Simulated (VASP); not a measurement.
CdTe, 2 atoms in the cell. Symmetry: F-43m, No. 216, cubic system. The conventional cell has a = 6.560 Å, b = 6.560 Å, c = 6.560 Å, α = 90.00°, β = 90.00°, γ = 90.00°. Within 3.7 Å of Cd (site symmetry -43m) lie 4 Te at 2.84 Å. Within 3.7 Å of Te (site symmetry -43m) lie 4 Cd at 2.84 Å. 

- Program: VASP 6.6.1
- Task: single point
- Functional: HSE06
- Potentials or basis: VASP PAW PBE potentials, release 64 (Cd, Te)
- Cutoff: 520 eV
- k mesh: 4 × 4 × 4
- Occupations: gaussian, width 0.01 eV
- Spin: no spin polarisation
- Dipole correction: no
- Grid for exact exchange (PRECFOCK): Normal
- Further INCAR settings: ALGO = Normal; EDIFF = 1e-06; NBANDS = 16
- Share of exact exchange: 0.25
- Screening parameter: 0.2079 1/Å

Potentials or basis: VASP PAW PBE potentials, release 64 (Cd, Te).

Run with:

```console
$ cat potpaw_PBE.64/Cd/POTCAR potpaw_PBE.64/Te/POTCAR > POTCAR
$ cp INCAR.step1 INCAR
$ mpirun -np 1 vasp_std > vasp.out
$ cp INCAR.step2 INCAR
$ mpirun -np 1 vasp_std > vasp.out
```

Hardware: 1 thread of AMD EPYC 7R13 Processor (Zen 3), on a shared host.

Question: How long does it take, and how much memory?

Answer: Run time: 8.3 min on 1 thread of AMD EPYC 7R13 Processor (Zen 3) (shared host), peak memory 0.29 GiB. Counts: k points 8.
